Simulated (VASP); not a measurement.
# W16C15 (a cell with a defect) in VASP: notebook

Runs on W16C15 (a cell with a defect). Level: PBE. Tasks: single point.

Everything below comes from runs of VASP 6.6.1. Logs are shortened: lines on timing, memory, paths and dates and some standing lists are left out, and cuts for length are marked.

### Step 1. The cell of the first run

The cell holds a defect, 31 atoms: a = 8.158 Å, b = 8.158 Å, c = 5.844 Å, α = 69.01°, β = 69.01°, γ = 76.68°.

### Step 2. Single point, PBE

INCAR reads:

```
ALGO = Normal
EDIFF = 1E-6
ENCUT = 520
GGA = PE
GGA_COMPAT = F
ISIF = 2
ISMEAR = 1
LASPH = T
LCHARG = F
LREAL = Auto
LWAVE = F
NBANDS = 163
NELM = 120
PREC = Accurate
SIGMA = 0.1
```

KPOINTS reads:

```
k-points
0
Gamma
  1 1 1
```

POSCAR reads:

```
W16C15
1.0
   -2.9220740600      5.0611807300      5.6926483200
    5.8441481100      0.0000000000      5.6926483200
    2.9220740600      5.0611807300      0.0000000000
W C
16 15
Direct
    0.0018273047     -0.0083221728      0.0038703776
    0.2544506583      0.2465312819      0.2506368176
    0.0032738853     -0.0023685070      0.5016551296
    0.2589760355      0.2403035335      0.7478905974
    0.0054148294      0.4780390650     -0.0160500948
    0.2556905836      0.7497152800      0.2524544793
    0.0086843975      0.4987149425      0.4963236503
    0.2509064749      0.7445094865      0.7525386244
    0.5002216385     -0.0002065594     -0.0000079265
    0.7521314178      0.2445677776      0.2494852544
    0.4994200602      0.0003190489      0.5059621364
    0.7506928968      0.2454511966      0.7501750637
    0.5036819592      0.4975161967      0.0017647214
    0.7322669653      0.7606620762      0.2603063625
    0.5060319079      0.4959542819      0.5004101205
    0.7550133020      0.7469726841      0.7512820482
    0.0396683524      0.2006368488      0.1264260917
    0.2912529701      0.4660548342      0.3769984085
    0.0359048858      0.2151132554      0.6262076090
    0.2906271551      0.4612613789      0.8666249393
   -0.0264479919      0.6566599422      0.1547510569
    0.2882390665      0.9608811321      0.3820280473
    0.0445651685      0.7088758943      0.6196201629
    0.2833595309      0.9573099436      0.8810401051
    0.5415586883      0.2104283938      0.1253451786
    0.5443196852      0.2162537345      0.6201336932
    0.7898212221      0.4572213846      0.8615060957
    0.5387747476      0.7126719604      0.1311469922
    0.7857880126      0.9637303908      0.3776152156
    0.5351415218      0.7121069645      0.6321963614
    0.7862372730      0.9646817088      0.8790180202
```

Potentials or basis: VASP PAW PBE potentials, release 64 (W_sv, C).

On the command line:

```console
cat potpaw_PBE.64/W_sv/POTCAR potpaw_PBE.64/C/POTCAR > POTCAR
mpirun -np 1 vasp_gam > vasp.out
```

OUTCAR:

```text
EDIFF = 1E-6
   ENCUT = 520
   GGA = PE
   ISIF = 2
   ISMEAR = 1
   LASPH = T
   LREAL = Auto
   NELM = 120
   PREC = Accurate

 ion  position               nearest neighbor table
   1  0.002  0.992  0.004-  24 2.13  17 2.19  31 2.21  29 2.24  19 2.28  21 2.59  14 2.86   4 2.88
                             8 2.91   3 2.91   6 2.92  10 2.93   3 2.93  12 2.95
   2  0.254  0.247  0.251-  22 2.16  25 2.17  19 2.25  20 2.27  17 2.27  18 2.28   3 2.85  13 2.85
                             9 2.89  11 2.90   4 2.90   7 2.91   5 2.92   4 2.94
   3  0.003  0.998  0.502-  22 2.16  23 2.19  17 2.19  19 2.24  29 2.25  31 2.25  16 2.84   2 2.85
                            12 2.91   1 2.91   6 2.91   8 2.92  10 2.93   1 2.93
   4  0.259  0.240  0.748-  24 2.14  26 2.16  20 2.24  19 2.25  18 2.26  17 2.26  11 2.81   5 2.82
                             9 2.85  15 2.86   1 2.88   2 2.90   2 2.94   7 2.95
   5  0.005  0.478  0.984-  21 1.97  17 2.10  20 2.16  27 2.18  23 2.26  10 2.78   7 2.78   4 2.82
                             2 2.92   8 2.92  16 2.94   7 3.07  14 3.26
   6  0.256  0.750  0.252-  28 2.14  18 2.15  23 2.19  24 2.20  22 2.21   9 2.82   7 2.84   8 2.89
                             3 2.91   1 2.92  15 2.93  13 2.93   8 2.95
   7  0.009  0.499  0.496-  21 2.03  18 2.14  19 2.15  23 2.19  27 2.21   5 2.78   6 2.84   2 2.91
                            12 2.91  16 2.94   4 2.95   5 3.07  14 3.07
   8  0.251  0.745  0.753-  20 2.14  30 2.15  23 2.20  22 2.22  24 2.22  21 2.62  11 2.87   6 2.89
                             1 2.91   5 2.92   3 2.92  13 2.93  15 2.94   6 2.95
   9  0.500  1.000  1.000-  31 2.16  28 2.17  25 2.22  22 2.25  24 2.25  26 2.26   6 2.82  14 2.82
[... 4 lines left out ...]
                            10 2.83   8 2.87   9 2.89   2 2.90  16 2.95   9 2.96
  12  0.751  0.245  0.750-  31 2.12  19 2.16  26 2.17  27 2.17  25 2.21   9 2.82  15 2.89   7 2.91
                             3 2.91  10 2.92  10 2.92  13 2.93   1 2.95
  13  0.504  0.498  0.002-  27 2.17  25 2.17  30 2.21  18 2.23  28 2.25  20 2.26   2 2.85  16 2.85
                            10 2.92  15 2.92   8 2.93  15 2.93  12 2.93   6 2.93
  14  0.732  0.761  0.260-  21 1.93  28 2.14  30 2.15  29 2.18  31 2.22  11 2.80  15 2.80   9 2.82
                             1 2.86  16 2.90  16 2.95   7 3.07   5 3.26
  15  0.506  0.496  0.500-  26 2.12  20 2.20  18 2.21  28 2.22  30 2.25  14 2.80   4 2.86  12 2.89
                            13 2.92  10 2.92  13 2.93   6 2.93   8 2.94
  16  0.755  0.747  0.751-  23 2.19  27 2.19  29 2.24  30 2.25  31 2.25  28 2.26   3 2.84  13 2.85
                            14 2.90   5 2.94   7 2.94   9 2.95  11 2.95  14 2.95
  17  0.040  0.201  0.126-   5 2.10  10 2.18   1 2.19   3 2.19   4 2.26   2 2.27
  18  0.291  0.466  0.377-   7 2.14   6 2.15  15 2.21  13 2.23   4 2.26   2 2.28
  19  0.036  0.215  0.626-   7 2.15  12 2.16   3 2.24   4 2.25   2 2.25   1 2.28
  20  0.291  0.461  0.867-   8 2.14   5 2.16  15 2.20   4 2.24  13 2.26   2 2.27
  21  0.974  0.657  0.155-  14 1.93   5 1.97   7 2.03   1 2.59   8 2.62
  22  0.288  0.961  0.382-   3 2.16   2 2.16   6 2.21  11 2.22   8 2.22   9 2.25
  23  0.045  0.709  0.620-   3 2.19   6 2.19  16 2.19   7 2.19   8 2.20   5 2.26
  24  0.283  0.957  0.881-   1 2.13   4 2.14   6 2.20   8 2.22  11 2.24   9 2.25
  25  0.542  0.210  0.125-   2 2.17  13 2.17  10 2.19  12 2.21   9 2.22  11 2.24
  26  0.544  0.216  0.620-  15 2.12   4 2.16  12 2.17  10 2.19  11 2.24   9 2.26
  27  0.790  0.457  0.862-  13 2.17  12 2.17   5 2.18  16 2.19   7 2.21  10 2.27
  28  0.539  0.713  0.131-  14 2.14   6 2.14   9 2.17  15 2.22  13 2.25  16 2.26
  29  0.786  0.964  0.378-  10 2.12  11 2.17  14 2.18   1 2.24  16 2.24   3 2.25
  30  0.535  0.712  0.632-   8 2.15  14 2.15  11 2.18  13 2.21  16 2.25  15 2.25
  31  0.786  0.965  0.879-  12 2.12   9 2.16   1 2.21  14 2.22   3 2.25  16 2.25

  LATTYP: Found a body centered orthorhombic cell.
 ALAT       =     5.8441481153
 B/A-ratio  =     1.7320508070
 C/A-ratio  =     1.9481533348

  Lattice vectors:

 A1 = (   2.9220740600,  -5.0611807300,  -5.6926483200)
 A2 = (  -2.9220740500,   5.0611807300,  -5.6926483200)
 A3 = (   5.8441481100,   0.0000000000,   5.6926483200)

Analysis of symmetry for initial positions (statically):
=====================================================================
 Subroutine PRICEL returns:
 Original cell was already a primitive cell.

 Routine SETGRP: Setting up the symmetry group for a
 body centered orthorhombic supercell.

 Subroutine GETGRP returns: Found  1 space group operations
 (whereof  1 operations were pure point group operations)
 out of a pool of  8 trial point group operations.

The static configuration has the point symmetry C_1 .

Analysis of symmetry for dynamics (positions and initial velocities):
=====================================================================
 Subroutine PRICEL returns:
 Original cell was already a primitive cell.

 Routine SETGRP: Setting up the symmetry group for a
 body centered orthorhombic supercell.

 Subroutine GETGRP returns: Found  1 space group operations
 (whereof  1 operations were pure point group operations)
 out of a pool of  8 trial point group operations.

The dynamic configuration has the point symmetry C_1 .

 Subroutine INISYM returns: Found  1 space group operations
[... 97 lines left out ...]
     0.085555669  0.148186765 -0.087832582     0.000000000  0.000000000  1.000000000

  Length of vectors
     0.132190238  0.132190238  0.192337340

  Shift w.r.t. Gamma in fractional coordinates (k-lattice)
     0.000000000  0.000000000  0.000000000

 Subroutine IBZKPT returns following result:
 ===========================================

 Found      1 irreducible k-points:

 Following reciprocal coordinates:
            Coordinates               Weight
  0.000000  0.000000  0.000000      1.000000
   k-points           NKPTS =      1   k-points in BZ     NKDIM =      1   number of bands    NBANDS=    163
   number of dos      NEDOS =    301   number of ions     NIONS =     31
   total plane-waves  NPLWV = 196608
   dimension x,y,z NGX =    64 NGY =   64 NGZ =   48
   dimension x,y,z NGXF=   128 NGYF=  128 NGZF=   96
   ions per type =              16  15
   NGX,Y,Z   is equivalent  to a cutoff of  13.04, 13.04, 13.65 a.u.
   NGXF,Y,Z  is equivalent  to a cutoff of  26.08, 26.08, 27.31 a.u.
 SYSTEM =  unknown system
   PREC   = accura    normal or accurate (medium, high low for compatibility)
   ISTART =      0    job   : 0-new  1-cont  2-samecut
   ICHARG =      2    charge: 1-file 2-atom 10-const
   ISPIN  =      1    spin polarized calculation?
   LNONCOLLINEAR =      F non collinear calculations
   LSORBIT =      F    spin-orbit coupling
   LASPH  =      T    aspherical Exc in radial PAW
   ENCUT  =  520.0 eV  38.22 Ry    6.18 a.u.  15.17 15.17 10.87*2*pi/ulx,y,z
   NELM   =    120;   NELMIN=  2; NELMDL= -5     # of ELM steps
   EDIFF  = 0.1E-05   stopping-criterion for ELM
   LREAL  =      T    real-space projection
   EDIFFG = 0.1E-04   stopping-criterion for IOM
   NSW    =      0    number of steps for IOM
   IBRION =     -1    ionic relax: 0-MD 1-quasi-New 2-CG
   NFREE  =      0    steps in history (QN), initial steepest desc. (CG)
   ISIF   =      2    stress and relaxation
   ISYM   =      2    0-nonsym 1-usesym 2-fastsym
   POTIM  = 0.5000    time-step for ionic-motion
   TEBEG  =    0.0;   TEEND  =   0.0 temperature during run
   PSTRESS=    0.0 pullay stress
   NELECT =     284.0000    total number of electrons
   NUPDOWN=      -1.0000    fix difference up-down
   EMIN   =  10.00;   EMAX   =-10.00  energy-range for DOS
   EFERMI =   0.00;   METHOD = LEGACY
   ISMEAR =     1;   SIGMA  =   0.10  broadening in eV -4-tet -1-fermi 0-gaus
   EFERMI_NEDOS =   21; number of points for ismear=-14 and -15
   IALGO  =     38    algorithm
   IMIX   =      4    mixing-type and parameters
     AMIX     =   0.40;   BMIX     =  1.00
     AMIX_MAG =   1.60;   BMIX_MAG =  1.00
  volume/ion in A,a.u.               =      10.86        73.31
  Fermi-wavevector in a.u.,A,eV,Ry     =   1.546709  2.922855 32.549316  2.392307
  Thomas-Fermi vector in A             =   2.651906
   LORBIT       =      0    0 simple, 1 ext, 2 COOP (PROOUT), +10 PAW based schemes
   GGA     = PE    functional components
   LHFCALC =     F    Hartree Fock is set to
   AEXX    =    0.0000 exact exchange contribution
   IVDW    =     0    specifies the selected vdW correction
   LEPSILON=     F    determine dielectric tensor
   LRPA    =     F    only Hartree local field effects (RPA)
 non-spin polarized calculation
 Methfessel and Paxton  Order N= 1 SIGMA  =   0.10
  energy-cutoff  :      520.00
  volume of cell :      336.76
 maximum number of plane-waves:      4535
 NGX is ok and might be reduce to    64
   NGX = 31   NGY = 31   NGZ = 21

 number of electron     284.0000004 magnetization

 Free energy of the ion-electron system (eV)
  ---------------------------------------------------
  ext. energy  EPLUGINS =         0.00000000
  ---------------------------------------------------
  free energy    TOTEN  =      -345.73994180 eV

  energy without entropy =     -345.75197172  energy(sigma->0) =     -345.74395177

 E-fermi :  11.2216     XC(G=0): -13.5998

 val. band max:       11.1482168882   @ k =   0.0000   0.0000   0.0000
 cond. band min:      11.5840488549   @ k =   0.0000   0.0000   0.0000
 fundamental gap:      0.4358319666
 Fermi energy:        11.2216173072

 k-point     1 :       0.0000    0.0000    0.0000
  band No.  band energies     occupation
      1     -63.4331      2.00000
      2     -63.4222      2.00000
      3     -63.3846      2.00000
      4     -63.3708      2.00000
      5     -63.3295      2.00000
      6     -63.3119      2.00000
[... 146 lines left out ...]
    153      13.4361      0.00000
    154      13.7565      0.00000
 [bands above 154 left out]

------------------------ aborting loop because EDIFF is reached ----------------------------------------

  FORCE on cell =-STRESS in cart. coord.  units (eV):
  Direction    XX          YY          ZZ          XY          YZ          ZX
  --------------------------------------------------------------------------------------
  -------------------------------------------------------------------------------------
  Total       21.4529912     -7.1715117      8.0679588    -21.7584287      0.8218353      1.4362462
  in kB      102.0659839    -34.1195964     38.3845843   -103.5191508      3.9100107      6.8331676
  external PRESSURE =      35.4436573 kB  Pullay stress =       0.0000000 kB

 VOLUME and BASIS-vectors are now :
 -----------------------------------------------------------------------------
  energy-cutoff  :      520.00
  volume of cell :      336.76
      direct lattice vectors                 reciprocal lattice vectors
    -2.922074060  5.061180730  5.692648320    -0.085555669  0.049395588  0.087832582
     5.844148110  0.000000000  5.692648320     0.085555669 -0.049395588  0.087832582
     2.922074060  5.061180730  0.000000000     0.085555669  0.148186765 -0.087832582

 POSITION                                       TOTAL-FORCE (eV/Angst)
 -----------------------------------------------------------------------------------
      5.80148      0.02884      5.65568        -0.001617     -0.048871     -0.059522
      1.42962      2.55634      2.85191        -0.071635     -0.093169     -0.108056
      7.28661      2.55554      5.69780        -0.095945     -0.129721     -0.160682
      2.83301      5.09593      2.84222         0.218776      0.048553     -0.177221
      5.65308      5.00735      2.75213         1.076505      0.027202      0.120432
      4.37199      2.57181      5.72342         0.031577     -0.113241     -0.386627
[... 23 lines left out ...]
      4.44526      5.90811      7.10015        -0.193180     -0.069288     -0.070075
      5.90885      8.42816      9.96737         0.081005      0.048960     -0.128559
 -----------------------------------------------------------------------------------
    total drift:                               -0.044635     -0.007818     -0.007193

  FREE ENERGIE OF THE ION-ELECTRON SYSTEM (eV)
  ---------------------------------------------------
  free  energy   TOTEN  =      -345.7399418009 eV

  energy  without entropy=     -345.7519717166  energy(sigma->0) =     -345.74395177
```

Run time: 4.2 min. Hardware: 1 thread of AMD EPYC 7R43 (Zen 3), shared host; peak memory 0.4 GiB.

What came out:

- Free energy: -345.7399 eV
- Pressure: 3.5 GPa
- Largest force: 5.286 eV/Å

Forces on the atoms (eV/Å):
```
W   -0.002 -0.049 -0.060
W   -0.072 -0.093 -0.108
W   -0.096 -0.130 -0.161
W    0.219  0.049 -0.177
W    1.077  0.027  0.120
W    0.032 -0.113 -0.387
W   -0.128  0.070 -0.963
W   -0.037 -0.171 -0.064
W   -0.016 -0.175 -0.162
W    0.180 -0.022 -0.101
W   -0.174 -0.024 -0.068
W   -0.042 -0.030 -0.208
W    0.063 -0.008 -0.034
W   -0.988  0.011 -0.459
W   -0.119 -0.080 -0.392
W   -0.048 -0.151 -0.079
C    0.328  0.023  0.062
C    0.172  0.002 -0.251
C   -0.227 -0.034 -0.195
C    0.090 -0.063 -0.135
C    0.105  1.055  5.179
C   -0.040 -0.082 -0.091
C   -0.106  0.024 -0.173
C   -0.015 -0.006 -0.037
C   -0.088  0.032 -0.075
C    0.011  0.043 -0.129
C    0.223  0.219 -0.347
C   -0.012 -0.047 -0.114
C   -0.176 -0.258 -0.194
C   -0.193 -0.069 -0.070
C    0.081  0.049 -0.129
```

Caveat: the k points lie up to 1.21 Å⁻¹ apart; spin-orbit coupling is left out, which moves the levels of the heavy elements.

(Part 1 of 2 ends here.)
